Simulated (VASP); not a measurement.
Set up this calculation in VASP 6.6.1, as the native input.

| Property | Result |
| --- | --- |
| Task | single point |
| Functional | PBE |
| Potentials or basis | VASP PAW PBE potentials, release 64 (Cd, I) |
| Cutoff | 500 eV |
| k mesh | 6 × 6 × 4 |
| Occupations | gaussian, width 0.01 eV |
| Spin | no spin polarisation |
| Dipole correction | no |
| Further INCAR settings | ALGO = Normal; EDIFF = 1e-06; NBANDS = 20 |

The structure of CdI2 lies in POSCAR:

```
CdI2
1.0
    4.2483568959      0.0000000000      0.0000000000
   -2.1241784480      3.6791849962      0.0000000000
    0.0000000000      0.0000000000      6.8844152426
Cd I
1 2
Direct
    0.0000000000      0.0000000000      0.0000000000
    0.3333333333      0.6666666667      0.2495592317
    0.6666666667      0.3333333333      0.7504407683
```

These files were run (other wordings do the same):

INCAR

```
PREC = Accurate
ENCUT = 500
EDIFF = 1E-6
ISMEAR = 0
SIGMA = 0.01
LREAL = False
LASPH = True
NELM = 120
ALGO = Normal
ISIF = 2
LWAVE = False
LCHARG = True
GGA = PE
LELF = True
LVHAR = True
NBANDS = 20
GGA_COMPAT = False
```

KPOINTS

```
regular mesh
0
Gamma
  6 6 4
```

Potentials or basis: VASP PAW PBE potentials, release 64 (Cd, I).

Command:

```bash
$ cat potpaw_PBE.64/Cd/POTCAR potpaw_PBE.64/I/POTCAR > POTCAR
$ mpirun -np 1 vasp_std > vasp.out
```

It gave:

The pressure is 1.7 GPa and the largest force is 0.092 eV/Å. The band gap on the k mesh is 2.37 eV, indirect (least direct gap 2.60 eV).

Caveat: spin-orbit coupling is left out, which moves the levels of the heavy elements; this functional lacks dispersion, which binds the layers, so the pressure and a relaxed spacing across them are unreliable.

Run time: 19 s on 1 thread of Intel(R) Xeon(R) Platinum 8559C (Emerald Rapids), on a shared host, peak memory 0.23 GiB.
